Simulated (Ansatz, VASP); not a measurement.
# One calculation of MgO, two programs

```
CELL_PARAMETERS angstrom
3.30347 0.00000 0.00000
-1.65173 2.86089 0.00000
0.00000 0.00000 5.01939
ATOMIC_POSITIONS crystal
Mg 0.30693 0.67925 0.00366
Mg 0.69307 0.32075 0.50366
O 0.35783 0.65499 0.40094
O 0.64217 0.34501 0.90094
```

Change from the starting cell: mode 4 frozen in at -0.108 Å and mode 5 at +0.036 Å (largest displacements).

Alike in both runs: task single point; functional PBEsol; k mesh 9 × 9 × 6; occupations gaussian, width 0.05 eV; no spin polarisation.

|  | VASP | Ansatz |
| --- | --- | --- |
| version | VASP 6.6.1 | Ansatz 0.2.0 |
| potentials or method | VASP PAW PBE potentials, release 64 (Mg, O), cutoff 520 eV | scalar-relativistic, plane waves, PAW |
| valence electrons in the cell | 16 | 32 |

```csv
,VASP,Ansatz,Ansatz less VASP
gap on the k mesh at the Fermi level (eV),3.27,3.27,+0.005
least direct gap on the mesh (eV),3.27,3.27,+0.005
pressure (GPa),-0.5,-0.2,+0.31
"traceless stress, the component that is largest in VASP (GPa)",-0.51,-0.50,+0.016
rms of the force components (eV/Å),0.177,0.175,-0.0019
```

VASP's potentials were made for PBE, not for PBEsol, and Ansatz warns of the same on its side. Atom by atom the forces differ by 0.002 eV/Å (rms over components). The functional is the same, so the differences come from potentials, cutoffs and numerics. VASP's potentials hold 16 valence electrons a cell and Ansatz's 32, so a difference there can come from the potentials and not from the codes.
